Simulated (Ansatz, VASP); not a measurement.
# Two plane-wave programs on BeSe2

```xyz
3
Lattice="3.5540 0.0000 0.0000 -1.7770 3.0779 0.0000 0.0000 0.0000 5.3334" Properties=species:S:1:pos:R:3 pbc="T T T"
Be    0.0000    2.0519    0.9481
Se    1.7770    1.0260    2.2684
Se    1.7770    1.0260    4.9556
```

Alike in both runs: functional PBE; k mesh 6 × 6 × 4; occupations gaussian, width 0.2 eV; no spin polarisation.

Ansatz relaxed the structure, and its values are those at the end. VASP's run is a single point on that final structure, the one shown.

|  | VASP | Ansatz |
| --- | --- | --- |
| version | VASP 6.6.1 | Ansatz 0.2.0 |
| potentials or method | VASP PAW PBE potentials, release 64 (Be, Se), cutoff 600 eV | scalar-relativistic, plane waves, PAW |
| valence electrons in the cell | 14 | 34 |

|  | VASP | Ansatz | Ansatz less VASP |
| --- | --- | --- | --- |
| gap on the k mesh at the Fermi level (eV) | none | none | - |
| pressure (GPa) | 0.1 | 0.0 | -0.08 |
| rms of the force components (eV/Å) | 0.007 | 0.002 | -0.0050 |

A gap of «none» marks a metal or a gap that the smearing closes. VASP's potentials hold 14 valence electrons a cell and Ansatz's 34, so a difference there can come from the potentials and not from the codes.
